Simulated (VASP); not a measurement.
Set up this calculation in VASP 6.6.1, as the native input.

```yaml
Task: single point
Functional: LDA
Potentials_or_basis: VASP PAW LDA potentials, release 64 (Te)
Cutoff: 520 eV
k_mesh: 9 × 9 × 9
Occupations: fermi-dirac, width 0.05 eV
Spin: no spin polarisation
Dipole_correction: no
Further_INCAR_settings: ALGO = Normal; EDIFF = 1e-07; NBANDS = 9
```

The structure of Te lies in POSCAR:

```
Te
1.0
    2.3059043427      1.3313144930      1.6909537039
   -2.3059043427      1.3313144930      1.6909537039
    0.0000000000     -2.6626289860      1.6909537039
Te
1
Direct
    0.5000000000      0.5000000000      0.5000000000
```

These files were run (other wordings do the same):

INCAR

```
SYSTEM = Te
ALGO     = Normal         ! electronic algorithm
EDIFF    = 1E-7           ! SCF threshold, eV
ENCUT    = 520            ! plane-wave cutoff, eV
ISIF     = 2              ! what is computed and relaxed
ISMEAR   = -1             ! smearing method
LASPH    = .True.         ! aspherical terms in the spheres
LCHARG   = .False.        ! write CHGCAR
LREAL    = .False.        ! projectors in reciprocal space
LWAVE    = .False.        ! write WAVECAR
NBANDS   = 9              ! bands
NELM     = 60             ! most SCF steps
PREC     = Accurate       ! precision mode
SIGMA    = 0.05           ! smearing width, eV
```

KPOINTS

```
k-points
0
Gamma
  9 9 9
  0 0 0
```

Potentials or basis: VASP PAW LDA potentials, release 64 (Te).

Command:

```console
$ cat potpaw_LDA.64/Te/POTCAR > POTCAR
$ mpirun -np 1 vasp_std > vasp.out
```

It gave:

```
Pressure               : -1.0 GPa
Band gap on the k mesh : zero (band 3 reaches 9.33 eV, above the bottom of band 4 at 4.47 eV)
```

Caveat: spin-orbit coupling is left out, which moves the levels of the heavy elements.

It took 25 s on 1 thread of Intel Xeon 6975P-C (shared host), peak memory 0.11 GiB.
